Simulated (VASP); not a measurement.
# Ta (Im-3m) in VASP: notebook

Ta is run at these levels: PBE; tasks: single point.

All numbers are computed with VASP 6.6.1; they aren't measurements. Logs are shortened: lines on timing, memory, paths and dates and some standing lists are left out, and cuts for length are marked.

## 1. The cell of the first run

It takes space group Im-3m (No. 229, cubic). Conventional cell: a = 3.031 Å, b = 3.031 Å, c = 3.031 Å, α = 90.00°, β = 90.00°, γ = 90.00°. Within 3.5 Å of Ta (site symmetry m-3m) lie 14 Ta at 2.62 to 3.03 Å.

## 2. Single point, PBE (volume scaled by 0.76)

The input, INCAR:

```
SYSTEM = Ta
PREC = Accurate
ENCUT = 520
EDIFF = 1E-6
ISMEAR = -1
SIGMA = 0.05
LREAL = .False.
LASPH = .True.
NELM = 100
ALGO = Normal
ISIF = 2
LWAVE = .False.
LCHARG = .False.
GGA = PE
NBANDS = 12
```

The input, KPOINTS:

```
Automatic mesh
0
Gamma
  16 16 16
  0 0 0
```

The input, POSCAR:

```
Ta
1.0
   -1.5152582916      1.5152582916      1.5152582916
    1.5152582916     -1.5152582916      1.5152582916
    1.5152582916      1.5152582916     -1.5152582916
Ta
1
Direct
    0.0000000000      0.0000000000      0.0000000000
```

Potentials or basis: VASP PAW PBE potentials, release 64 (Ta_pv).

Command:

```bash
$ cat potpaw_PBE.64/Ta_pv/POTCAR > POTCAR
$ mpirun -np 1 vasp_std > vasp.out
```

OUTCAR:

```text
SYSTEM = Ta
   PREC = Accurate
   ENCUT = 520
   EDIFF = 1E-6
   ISMEAR = -1
   LREAL = .False.
   LASPH = .True.
   NELM = 100
   ISIF = 2
   GGA = PE

 ion  position               nearest neighbor table
   1  0.000  0.000  0.000-

  LATTYP: Found a body centered cubic cell.
 ALAT       =     3.0305165832

  Lattice vectors:

 A1 = (  -1.5152582916,   1.5152582916,   1.5152582916)
 A2 = (   1.5152582916,  -1.5152582916,   1.5152582916)
 A3 = (   1.5152582916,   1.5152582916,  -1.5152582916)

Analysis of symmetry for initial positions (statically):
=====================================================================
 Subroutine PRICEL returns:
 Original cell was already a primitive cell.

 Routine SETGRP: Setting up the symmetry group for a
 body centered cubic supercell.

 Subroutine GETGRP returns: Found 48 space group operations
 (whereof 48 operations were pure point group operations)
 out of a pool of 48 trial point group operations.

The static configuration has the point symmetry O_h .

Analysis of symmetry for dynamics (positions and initial velocities):
=====================================================================
 Subroutine PRICEL returns:
 Original cell was already a primitive cell.

 Routine SETGRP: Setting up the symmetry group for a
 body centered cubic supercell.

 Subroutine GETGRP returns: Found 48 space group operations
 (whereof 48 operations were pure point group operations)
 out of a pool of 48 trial point group operations.

The dynamic configuration has the point symmetry O_h .

 Subroutine INISYM returns: Found 48 space group operations
 (whereof 48 operations are pure point group operations),
 and found     1 'primitive' translations

----------------------------------------------------------------------------------------

                                     Primitive cell

  volume of cell :      13.9162

  direct lattice vectors                    reciprocal lattice vectors
    -1.515258292  1.515258292  1.515258292     0.000000000  0.329976746  0.329976746
     1.515258292 -1.515258292  1.515258292     0.329976746  0.000000000  0.329976746
     1.515258292  1.515258292 -1.515258292     0.329976746  0.329976746  0.000000000

  length of vectors
     2.624504348  2.624504348  2.624504348     0.466657589  0.466657589  0.466657589

  position of ions in fractional coordinates (direct lattice)
     0.000000000  0.000000000  0.000000000

  ion indices of the primitive-cell ions
   primitive index   ion index
                 1           1

----------------------------------------------------------------------------------------

 KPOINTS: Automatic mesh

Automatic generation of k-mesh.
 Grid dimensions read from file:
 generate k-points for:   16   16   16

 Generating k-lattice:

  Cartesian coordinates                     Fractional coordinates (reciprocal lattice)
     0.000000000  0.020623547  0.020623547     0.062500000  0.000000000  0.000000000
     0.020623547  0.000000000  0.020623547     0.000000000  0.062500000  0.000000000
     0.020623547  0.020623547  0.000000000     0.000000000  0.000000000  0.062500000

  Length of vectors
     0.029166099  0.029166099  0.029166099

  Shift w.r.t. Gamma in fractional coordinates (k-lattice)
     0.000000000  0.000000000  0.000000000

 Subroutine IBZKPT returns following result:
 ===========================================

 Found    145 irreducible k-points:

 Following reciprocal coordinates:
            Coordinates               Weight
  0.000000  0.000000  0.000000      1.000000
  0.062500  0.000000  0.000000     12.000000
  0.125000  0.000000  0.000000     12.000000
  0.187500  0.000000  0.000000     12.000000
  0.250000  0.000000  0.000000     12.000000
  0.312500  0.000000  0.000000     12.000000
[... 16 lines left out ...]
  0.187500  0.187500  0.000000     24.000000
  0.250000  0.187500  0.000000     48.000000
 [... further k-points ...]
   k-points           NKPTS =    145   k-points in BZ     NKDIM =    145   number of bands    NBANDS=     12
   number of dos      NEDOS =    301   number of ions     NIONS =      1
   total plane-waves  NPLWV =   8000
   dimension x,y,z NGX =    20 NGY =   20 NGZ =   20
   dimension x,y,z NGXF=    40 NGYF=   40 NGZF=   40
   ions per type =               1
   NGX,Y,Z   is equivalent  to a cutoff of  12.67, 12.67, 12.67 a.u.
   NGXF,Y,Z  is equivalent  to a cutoff of  25.34, 25.34, 25.34 a.u.
 SYSTEM =  Ta
   PREC   = accura    normal or accurate (medium, high low for compatibility)
   ISTART =      0    job   : 0-new  1-cont  2-samecut
   ICHARG =      2    charge: 1-file 2-atom 10-const
   ISPIN  =      1    spin polarized calculation?
   LNONCOLLINEAR =      F non collinear calculations
   LSORBIT =      F    spin-orbit coupling
   LASPH  =      T    aspherical Exc in radial PAW
   ENCUT  =  520.0 eV  38.22 Ry    6.18 a.u.   4.88  4.88  4.88*2*pi/ulx,y,z
   NELM   =    100;   NELMIN=  2; NELMDL= -5     # of ELM steps
   EDIFF  = 0.1E-05   stopping-criterion for ELM
   LREAL  =      F    real-space projection
   EDIFFG = 0.1E-04   stopping-criterion for IOM
   NSW    =      0    number of steps for IOM
   IBRION =     -1    ionic relax: 0-MD 1-quasi-New 2-CG
   NFREE  =      0    steps in history (QN), initial steepest desc. (CG)
   ISIF   =      2    stress and relaxation
   ISYM   =      2    0-nonsym 1-usesym 2-fastsym
   POTIM  = 0.5000    time-step for ionic-motion
   TEBEG  =    0.0;   TEEND  =   0.0 temperature during run
   PSTRESS=    0.0 pullay stress
   NELECT =      11.0000    total number of electrons
   NUPDOWN=      -1.0000    fix difference up-down
   EMIN   =  10.00;   EMAX   =-10.00  energy-range for DOS
   EFERMI =   0.00;   METHOD = LEGACY
   ISMEAR =    -1;   SIGMA  =   0.05  broadening in eV -4-tet -1-fermi 0-gaus
   EFERMI_NEDOS =   21; number of points for ismear=-14 and -15
   IALGO  =     38    algorithm
   IMIX   =      4    mixing-type and parameters
     AMIX     =   0.40;   BMIX     =  1.00
     AMIX_MAG =   1.60;   BMIX_MAG =  1.00
  volume/ion in A,a.u.               =      13.92        93.91
  Fermi-wavevector in a.u.,A,eV,Ry     =   1.513674  2.860429 31.173797  2.291209
  Thomas-Fermi vector in A             =   2.623434
   LORBIT       =      0    0 simple, 1 ext, 2 COOP (PROOUT), +10 PAW based schemes
   GGA     = PE    functional components
   LHFCALC =     F    Hartree Fock is set to
   AEXX    =    0.0000 exact exchange contribution
   IVDW    =     0    specifies the selected vdW correction
   LEPSILON=     F    determine dielectric tensor
   LRPA    =     F    only Hartree local field effects (RPA)
 non-spin polarized calculation
  energy-cutoff  :      520.00
  volume of cell :       13.92
 maximum number of plane-waves:       386
   NGX =  9   NGY =  9   NGZ =  9

 number of electron      10.9999999 magnetization

 Free energy of the ion-electron system (eV)
  ---------------------------------------------------
  ext. energy  EPLUGINS =         0.00000000
  ---------------------------------------------------
  free energy    TOTEN  =       -10.83833226 eV

  energy without entropy =      -10.83150726  energy(sigma->0) =      -10.83491976

 E-fermi :   7.8079     XC(G=0): -13.9976

 val. band max:        7.8029077252   @ k =   0.1250   0.0625   0.0000
 cond. band min:       7.8133565531   @ k =   0.1250   0.0000   0.0000
 fundamental gap:      0.0104488280
 Fermi energy:         7.8078921667

 k-point     1 :       0.0000    0.0000    0.0000
  band No.  band energies     occupation
      1     -24.2255      2.00000
      2     -24.2255      2.00000
      3     -24.2255      2.00000
      4      -0.9910      2.00000
      5       8.4196      0.00001
      6       8.4196      0.00001
      7       8.4196      0.00001
      8      12.6833      0.00000
      9      12.6833      0.00000
     10      24.0406      0.00000
     11      24.0406      0.00000
     12      24.0406      0.00000

 k-point     2 :       0.0625    0.0000    0.0000
  band No.  band energies     occupation
      1     -24.3419      2.00000
      2     -24.2584      2.00000
      3     -24.2269      2.00000
      4      -0.7431      2.00000
      5       8.2538      0.00027
      6       8.3741      0.00002
      7       8.6606      0.00000
      8      12.3915      0.00000
      9      12.6767      0.00000
     10      23.3195      0.00000
     11      24.2785      0.00000
     12      24.4476      0.00000

 k-point     3 :       0.1250    0.0000    0.0000
  band No.  band energies     occupation
      1     -24.6639      2.00000
      2     -24.3512      2.00000
      3     -24.2309      2.00000
      4      -0.0530      2.00000
      5       7.8134      0.94541
      6       8.1727      0.00135
      7       9.3732      0.00000
      8      11.8875      0.00000
      9      12.6804      0.00000
     10      23.3192      0.00000
     11      24.8876      0.00000
     12      25.6099      0.00000
[... 286 lines left out ...]
 k-point    23 :       0.1875    0.1875    0.0000
  band No.  band energies     occupation
      1     -26.0501      2.00000
      2     -24.8690      2.00000
      3     -24.4267      2.00000
      4       3.2300      2.00000
      5       6.1640      2.00000
      6       6.8430      2.00000
      7      11.4683      0.00000
      8      13.9932      0.00000
      9      14.9007      0.00000
     10      23.3094      0.00000
     11      24.9637      0.00000
     12      27.5605      0.00000

 k-point    24 :       0.2500    0.1875    0.0000
  band No.  band energies     occupation
      1     -26.2998      2.00000
      2     -25.0892      2.00000
      3     -24.4630      2.00000
      4       3.6186      2.00000
      5       5.8787      2.00000
      6       7.2346      1.99998
      7      11.8719      0.00000
      8      14.1586      0.00000
      9      16.9009      0.00000
     10      23.2846      0.00000
     11      23.9530      0.00000
     12      27.0694      0.00000

 [... further k-points ...]

------------------------ aborting loop because EDIFF is reached ----------------------------------------

  FORCE on cell =-STRESS in cart. coord.  units (eV):
  Direction    XX          YY          ZZ          XY          YZ          ZX
  --------------------------------------------------------------------------------------
  -------------------------------------------------------------------------------------
  Total        7.7316981      7.7316981      7.7316981     -0.0000000     -0.0000000      0.0000000
  in kB      890.1546670    890.1546670    890.1546670     -0.0000000     -0.0000000      0.0000000
  external PRESSURE =     890.1546670 kB  Pullay stress =       0.0000000 kB

 VOLUME and BASIS-vectors are now :
 -----------------------------------------------------------------------------
  energy-cutoff  :      520.00
  volume of cell :       13.92
      direct lattice vectors                 reciprocal lattice vectors
    -1.515258292  1.515258292  1.515258292     0.000000000  0.329976746  0.329976746
     1.515258292 -1.515258292  1.515258292     0.329976746  0.000000000  0.329976746
     1.515258292  1.515258292 -1.515258292     0.329976746  0.329976746  0.000000000

 POSITION                                       TOTAL-FORCE (eV/Angst)
 -----------------------------------------------------------------------------------
      0.00000      0.00000      0.00000         0.000000      0.000000     -0.000000
 -----------------------------------------------------------------------------------
    total drift:                                0.000000      0.000000      0.000000

  FREE ENERGIE OF THE ION-ELECTRON SYSTEM (eV)
  ---------------------------------------------------
  free  energy   TOTEN  =       -10.8383322596 eV

  energy  without entropy=      -10.8315072603  energy(sigma->0) =      -10.83491976
```

Wall time 9 s (1 thread of Intel Xeon 6975P-C (Granite Rapids), shared host); peak memory 0.14 GiB.

Results:

- Free energy: -10.8383 eV
- Pressure: 89.0 GPa

Levels at points of the mesh, in eV from the Fermi level:
| k point | band 3 | band 4 | band 5 | band 6 | band 7 | band 8 |
| --- | --- | --- | --- | --- | --- | --- |
| (0.00, 0.00, 0.00) | -32.03 | -8.80 | 0.61 | 0.61 | 0.61 | 4.88 |
| (0.50, 0.00, 0.00) | -32.07 | -5.73 | -2.53 | 3.24 | 5.03 | 6.37 |
| (0.50, 0.50, 0.50) | -33.79 | -5.68 | -5.68 | 9.15 | 9.15 | 9.15 |

Caveat: spin-orbit coupling is left out, which moves the levels of the heavy elements.

[end of part 1 of 2]
